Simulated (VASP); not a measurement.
# KNaBi2O6 (Cmmm) in VASP: single point with PBE

Aim: the single point of KNaBi2O6 with PBE.

Program: VASP 6.6.1. These are calculated values, not measurements. Logs are shortened: lines on timing, memory, paths and dates and some standing lists are left out, and cuts for length are marked.

### 1 The cell of the first run

Symmetry: Cmmm, No. 65, orthorhombic system. The conventional cell has a = 8.277 Å, b = 8.336 Å, c = 4.278 Å, α = 90.00°, β = 90.00°, γ = 90.00°. K (site symmetry mmm) has 12 O at 2.67 to 3.38 Å and 8 Bi at 3.63 Å within 3.7 Å. Na (site symmetry mmm) has 12 O at 2.62 to 3.34 Å and 8 Bi at 3.63 Å within 3.7 Å. Bi (site symmetry 2/m) has 6 O at 2.13 to 2.16 Å within 2.8 Å. O (site symmetry 2/m) has 2 Bi at 2.14 Å within 2.8 Å. Within 2.8 Å of O (site symmetry m2m) lie 2 Bi at 2.13 Å and 2 K at 2.67 Å. Within 3.1 Å of O (site symmetry 2mm) lie 2 Bi at 2.16 Å and 2 Na at 2.62 Å and 9 O at 2.99 to 3.07 Å.

### 2 Single point, PBE

The input, INCAR:

```
SYSTEM = KNaBi2O6
PREC = Accurate
ENCUT = 520
EDIFF = 1E-6
ISMEAR = 0
SIGMA = 0.1
LREAL = .FALSE.
LASPH = .TRUE.
NELM = 60
ALGO = Normal
ISIF = 2
LWAVE = .FALSE.
LCHARG = .TRUE.
GGA = PE
LELF = .TRUE.
LVHAR = .TRUE.
NBANDS = 52
```

The input, KPOINTS:

```
Automatic mesh
0
G
  6 6 10
  0 0 0
```

The input, POSCAR:

```
KNaBi2O6
1.0
    4.1383966177     -4.1678986079      0.0000000000
    4.1383966177      4.1678986079      0.0000000000
    0.0000000000      0.0000000000      4.2780110177
K Na Bi O
1 1 2 6
Direct
    0.5000000000      0.5000000000      0.5000000000
    0.0000000000      0.0000000000      0.5000000000
    0.0000000000      0.5000000000      0.0000000000
    0.5000000000      0.0000000000      0.0000000000
    0.0000000000      0.5000000000      0.5000000000
    0.5000000000      0.0000000000      0.5000000000
    0.3084884755      0.6915115245      0.0000000000
    0.6915115245      0.3084884755      0.0000000000
    0.8163385287      0.8163385287      0.0000000000
    0.1836614713      0.1836614713      0.0000000000
```

Potentials or basis: VASP PAW PBE potentials, release 64 (K_sv, Na_pv, Bi_d, O).

Run with:

```sh
cat potpaw_PBE.64/K_sv/POTCAR potpaw_PBE.64/Na_pv/POTCAR potpaw_PBE.64/Bi_d/POTCAR potpaw_PBE.64/O/POTCAR > POTCAR
mpirun -np 1 vasp_std > vasp.out
```

OUTCAR:

```text
SYSTEM = KNaBi2O6
   PREC = Accurate
   ENCUT = 520
   EDIFF = 1E-6
   ISMEAR = 0
   LREAL = .FALSE.
   LASPH = .TRUE.
   NELM = 60
   ISIF = 2
   GGA = PE

 ion  position               nearest neighbor table
   1  0.500  0.500  0.500-   7 2.67   8 2.67   7 2.67   8 2.67   3 3.63   4 3.63   3 3.63   4 3.63
                             4 3.63   4 3.63   3 3.63   3 3.63
   2  0.000  0.000  0.500-
   3  0.000  0.500  0.000-   7 2.13   8 2.13   5 2.14   5 2.14  10 2.16   9 2.16   1 3.63   1 3.63
                             1 3.63   1 3.63
   4  0.500  0.000  0.000-   7 2.13   8 2.13   6 2.14   6 2.14  10 2.16   9 2.16   1 3.63   1 3.63
                             1 3.63   1 3.63
   5  0.000  0.500  0.500-   3 2.14   3 2.14
   6  0.500  0.000  0.500-   4 2.14   4 2.14
   7  0.308  0.692  0.000-   3 2.13   4 2.13   1 2.67   1 2.67
   8  0.692  0.308  0.000-   3 2.13   4 2.13   1 2.67   1 2.67
   9  0.816  0.816  0.000-   3 2.16   4 2.16
  10  0.184  0.184  0.000-   3 2.16   4 2.16

  LATTYP: Found a base centered orthorhombic cell.
 ALAT       =     8.2767932354
 B/A-ratio  =     1.0071288455
 C/A-ratio  =     0.5168681754

  Lattice vectors:

 A1 = (   4.1383966177,  -4.1678986079,   0.0000000000)
 A2 = (   4.1383966177,   4.1678986079,   0.0000000000)
 A3 = (   0.0000000000,   0.0000000000,   4.2780110177)

Analysis of symmetry for initial positions (statically):
=====================================================================
 Subroutine PRICEL returns:
 Original cell was already a primitive cell.

 Routine SETGRP: Setting up the symmetry group for a
 base centered orthorhombic supercell.

 Subroutine GETGRP returns: Found  8 space group operations
 (whereof  8 operations were pure point group operations)
 out of a pool of  8 trial point group operations.

The static configuration has the point symmetry D_2h.

Analysis of symmetry for dynamics (positions and initial velocities):
=====================================================================
 Subroutine PRICEL returns:
 Original cell was already a primitive cell.

 Routine SETGRP: Setting up the symmetry group for a
 base centered orthorhombic supercell.

 Subroutine GETGRP returns: Found  8 space group operations
 (whereof  8 operations were pure point group operations)
 out of a pool of  8 trial point group operations.

The dynamic configuration has the point symmetry D_2h.

 Subroutine INISYM returns: Found  8 space group operations
 (whereof  8 operations are pure point group operations),
 and found     1 'primitive' translations

----------------------------------------------------------------------------------------

                                     Primitive cell

  volume of cell :     147.5778

  direct lattice vectors                    reciprocal lattice vectors
     4.138396618 -4.167898608  0.000000000     0.120819739 -0.119964531  0.000000000
     4.138396618  4.167898608  0.000000000     0.120819739  0.119964531  0.000000000
     0.000000000  0.000000000  4.278011018     0.000000000  0.000000000  0.233753489

  length of vectors
     5.873474727  5.873474727  4.278011018     0.170261264  0.170261264  0.233753489

  position of ions in fractional coordinates (direct lattice)
     0.500000000  0.500000000  0.500000000
     0.000000000  0.000000000  0.500000000
     1.000000000  0.500000000  0.000000000
     0.500000000  1.000000000  0.000000000
     1.000000000  0.500000000  0.500000000
     0.500000000  1.000000000  0.500000000
     0.308488475  0.691511525  0.000000000
     0.691511525  0.308488475  0.000000000
     0.816338529  0.816338529  0.000000000
     0.183661471  0.183661471  0.000000000

  ion indices of the primitive-cell ions
   primitive index   ion index
                 1           1
                 2           2
                 3           3
                 4           4
                 5           5
                 6           6
                 7           7
                 8           8
                 9           9
                10          10

----------------------------------------------------------------------------------------

 KPOINTS: Automatic mesh

Automatic generation of k-mesh.
 Grid dimensions read from file:
 generate k-points for:    6    6   10

 Generating k-lattice:

  Cartesian coordinates                     Fractional coordinates (reciprocal lattice)
     0.020136623 -0.019994088  0.000000000     0.166666667 -0.000000000  0.000000000
     0.020136623  0.019994088  0.000000000    -0.000000000  0.166666667  0.000000000
     0.000000000  0.000000000  0.023375349     0.000000000  0.000000000  0.100000000

  Length of vectors
     0.028376877  0.028376877  0.023375349

  Shift w.r.t. Gamma in fractional coordinates (k-lattice)
     0.000000000  0.000000000  0.000000000

 Subroutine IBZKPT returns following result:
 ===========================================

 Found     78 irreducible k-points:

 Following reciprocal coordinates:
            Coordinates               Weight
  0.000000  0.000000  0.000000      1.000000
  0.166667  0.000000  0.000000      4.000000
  0.333333  0.000000  0.000000      4.000000
  0.500000  0.000000  0.000000      2.000000
  0.166667  0.166667  0.000000      2.000000
  0.333333  0.166667  0.000000      4.000000
[... 16 lines left out ...]
  0.333333  0.333333  0.100000      4.000000
  0.500000  0.333333  0.100000      8.000000
 [... further k-points ...]
   k-points           NKPTS =     78   k-points in BZ     NKDIM =     78   number of bands    NBANDS=     52
   number of dos      NEDOS =    301   number of ions     NIONS =     10
   total plane-waves  NPLWV =  73728
   dimension x,y,z NGX =    48 NGY =   48 NGZ =   32
   dimension x,y,z NGXF=    96 NGYF=   96 NGZF=   64
   ions per type =               1   1   2   6
   NGX,Y,Z   is equivalent  to a cutoff of  13.59, 13.59, 12.44 a.u.
   NGXF,Y,Z  is equivalent  to a cutoff of  27.17, 27.17, 24.87 a.u.
 SYSTEM =  KNaBi2O6
   PREC   = accura    normal or accurate (medium, high low for compatibility)
   ISTART =      0    job   : 0-new  1-cont  2-samecut
   ICHARG =      2    charge: 1-file 2-atom 10-const
   ISPIN  =      1    spin polarized calculation?
   LNONCOLLINEAR =      F non collinear calculations
   LSORBIT =      F    spin-orbit coupling
   LASPH  =      T    aspherical Exc in radial PAW
   ENCUT  =  520.0 eV  38.22 Ry    6.18 a.u.  10.92 10.92  7.95*2*pi/ulx,y,z
   NELM   =     60;   NELMIN=  2; NELMDL= -5     # of ELM steps
   EDIFF  = 0.1E-05   stopping-criterion for ELM
   LREAL  =      F    real-space projection
   EDIFFG = 0.1E-04   stopping-criterion for IOM
   NSW    =      0    number of steps for IOM
   IBRION =     -1    ionic relax: 0-MD 1-quasi-New 2-CG
   NFREE  =      0    steps in history (QN), initial steepest desc. (CG)
   ISIF   =      2    stress and relaxation
   ISYM   =      2    0-nonsym 1-usesym 2-fastsym
   POTIM  = 0.5000    time-step for ionic-motion
   TEBEG  =    0.0;   TEEND  =   0.0 temperature during run
   PSTRESS=    0.0 pullay stress
   NELECT =      82.0000    total number of electrons
   NUPDOWN=      -1.0000    fix difference up-down
   EMIN   =  10.00;   EMAX   =-10.00  energy-range for DOS
   EFERMI =   0.00;   METHOD = LEGACY
   ISMEAR =     0;   SIGMA  =   0.10  broadening in eV -4-tet -1-fermi 0-gaus
   EFERMI_NEDOS =   21; number of points for ismear=-14 and -15
   IALGO  =     38    algorithm
   IMIX   =      4    mixing-type and parameters
     AMIX     =   0.40;   BMIX     =  1.00
     AMIX_MAG =   1.60;   BMIX_MAG =  1.00
  volume/ion in A,a.u.               =      14.76        99.59
  Fermi-wavevector in a.u.,A,eV,Ry     =   1.345878  2.543341 24.645429  1.811388
  Thomas-Fermi vector in A             =   2.473755
   LORBIT       =      0    0 simple, 1 ext, 2 COOP (PROOUT), +10 PAW based schemes
   GGA     = PE    functional components
   LHFCALC =     F    Hartree Fock is set to
   AEXX    =    0.0000 exact exchange contribution
   IVDW    =     0    specifies the selected vdW correction
   LEPSILON=     F    determine dielectric tensor
   LRPA    =     F    only Hartree local field effects (RPA)
 non-spin polarized calculation
 Gauss-broadening in eV      SIGMA  =   0.10
  energy-cutoff  :      520.00
  volume of cell :      147.58
 maximum number of plane-waves:      4004
 NGX is ok and might be reduce to    48
   NGX = 21   NGY = 21   NGZ = 15

 number of electron      81.9999979 magnetization

 Free energy of the ion-electron system (eV)
  ---------------------------------------------------
  ext. energy  EPLUGINS =         0.00000000
  ---------------------------------------------------
  free energy    TOTEN  =       -50.50179347 eV

  energy without entropy =      -50.48985352  energy(sigma->0) =      -50.49582350

 E-fermi :   2.7253     XC(G=0): -10.0134

 val. band max:        2.7206995367   @ k =   0.1667   0.0000   0.5000
 cond. band min:       2.7281224136   @ k =  -0.1667   0.1667   0.5000
 fundamental gap:      0.0074228769
 Fermi energy:         2.7252682750

 k-point     1 :       0.0000    0.0000    0.0000
  band No.  band energies     occupation
      1     -24.3540      2.00000
      2     -19.7453      2.00000
      3     -19.6848      2.00000
      4     -19.5840      2.00000
      5     -19.3558      2.00000
      6     -19.1812      2.00000
[... 44 lines left out ...]
     51      12.6648      0.00000
     52      12.9883      0.00000

 k-point     2 :       0.1667    0.0000    0.0000
  band No.  band energies     occupation
      1     -24.3538      2.00000
      2     -19.7259      2.00000
      3     -19.6738      2.00000
      4     -19.5914      2.00000
      5     -19.3841      2.00000
      6     -19.1793      2.00000
[... 44 lines left out ...]
     51      12.6162      0.00000
     52      12.9212      0.00000
[... 1153 lines left out ...]
     51      12.2805      0.00000
     52      13.0879      0.00000

 k-point    24 :       0.5000    0.3333    0.1000
  band No.  band energies     occupation
      1     -24.3511      2.00000
      2     -19.7045      2.00000
      3     -19.6571      2.00000
      4     -19.5030      2.00000
      5     -19.4878      2.00000
      6     -19.1680      2.00000
[... 44 lines left out ...]
     51      12.3380      0.00000
     52      12.7986      0.00000

 [... further k-points ...]
[... 5 lines left out ...]
  --------------------------------------------------------------------------------------
  -------------------------------------------------------------------------------------
  Total        0.2816148      0.3025959      0.3258968      0.0000000      0.0000000      0.0000000
  in kB        3.0573477      3.2851295      3.5380952      0.0000000      0.0000000      0.0000000
  external PRESSURE =       3.2935242 kB  Pullay stress =       0.0000000 kB

 VOLUME and BASIS-vectors are now :
 -----------------------------------------------------------------------------
  energy-cutoff  :      520.00
  volume of cell :      147.58
      direct lattice vectors                 reciprocal lattice vectors
     4.138396618 -4.167898608  0.000000000     0.120819739 -0.119964531  0.000000000
     4.138396618  4.167898608  0.000000000     0.120819739  0.119964531  0.000000000
     0.000000000  0.000000000  4.278011018     0.000000000  0.000000000  0.233753489

 POSITION                                       TOTAL-FORCE (eV/Angst)
 -----------------------------------------------------------------------------------
      4.13840      0.00000      2.13901         0.000000      0.000000      0.000000
      0.00000      0.00000      2.13901         0.000000      0.000000      0.000000
      2.06920      2.08395      0.00000         0.000000      0.000000      0.000000
      2.06920     -2.08395      0.00000        -0.000000     -0.000000      0.000000
      2.06920      2.08395      2.13901         0.000000      0.000000      0.000000
      2.06920     -2.08395      2.13901         0.000000      0.000000      0.000000
      4.13840      1.59640      0.00000         0.000000      0.000681      0.000000
      4.13840     -1.59640      0.00000         0.000000     -0.000681      0.000000
      6.75667      0.00000      0.00000         0.023639      0.000000     -0.000000
      1.52013      0.00000      0.00000        -0.023639      0.000000      0.000000
 -----------------------------------------------------------------------------------
    total drift:                                0.000000      0.000000      0.000000

  FREE ENERGIE OF THE ION-ELECTRON SYSTEM (eV)
  ---------------------------------------------------
  free  energy   TOTEN  =       -50.5017934749 eV

  energy  without entropy=      -50.4898535172  energy(sigma->0) =      -50.49582350
```

It took 8 min on 1 thread of Intel Xeon Platinum 8559C (Emerald Rapids), shared host; peak memory 0.61 GiB.

What came out:

```yaml
Free_energy: -50.5018 eV
Pressure: 0.3 GPa
Largest_force: 0.024 eV/Å
Band_gap_on_the_k_mesh: zero (bands 41 and 42 overlap by 0.29 eV)
```

Forces on the atoms (eV/Å):
```
K    0.000  0.000  0.000
Na   0.000  0.000  0.000
Bi   0.000  0.000  0.000
Bi   0.000  0.000  0.000
O    0.000  0.000  0.000
O    0.000  0.000  0.000
O    0.000  0.001  0.000
O    0.000 -0.001  0.000
O    0.024  0.000  0.000
O   -0.024  0.000  0.000
```

Levels at points of the mesh, in eV from the Fermi level:
| k point | band 37 | band 38 | band 39 | band 40 | band 41 | band 42 | band 43 | band 44 | band 45 | band 46 |
| --- | --- | --- | --- | --- | --- | --- | --- | --- | --- | --- |
| (0.00, 0.00, 0.00) | -0.86 | -0.80 | -0.75 | -0.71 | -0.66 | -0.26 | 3.12 | 6.03 | 6.57 | 6.68 |
| (0.50, 0.00, 0.00) | -0.93 | -0.92 | -0.81 | -0.68 | -0.67 | 0.68 | 0.73 | 6.82 | 7.53 | 8.28 |
| (0.50, 0.50, 0.00) | -0.96 | -0.81 | -0.80 | -0.74 | -0.73 | 1.23 | 1.50 | 6.54 | 6.96 | 8.59 |
| (0.00, 0.00, 0.50) | -0.84 | -0.77 | -0.51 | 0.02 | 0.03 | 1.94 | 4.73 | 5.34 | 5.35 | 5.47 |
| (0.50, 0.00, 0.50) | -0.64 | -0.57 | -0.48 | -0.26 | -0.26 | 2.67 | 2.70 | 6.17 | 6.35 | 6.95 |
| (0.50, 0.50, 0.50) | -0.84 | -0.80 | -0.73 | -0.08 | -0.03 | 3.22 | 3.39 | 6.06 | 6.24 | 6.31 |

Caveat: spin-orbit coupling is left out, which moves the levels of the heavy elements.
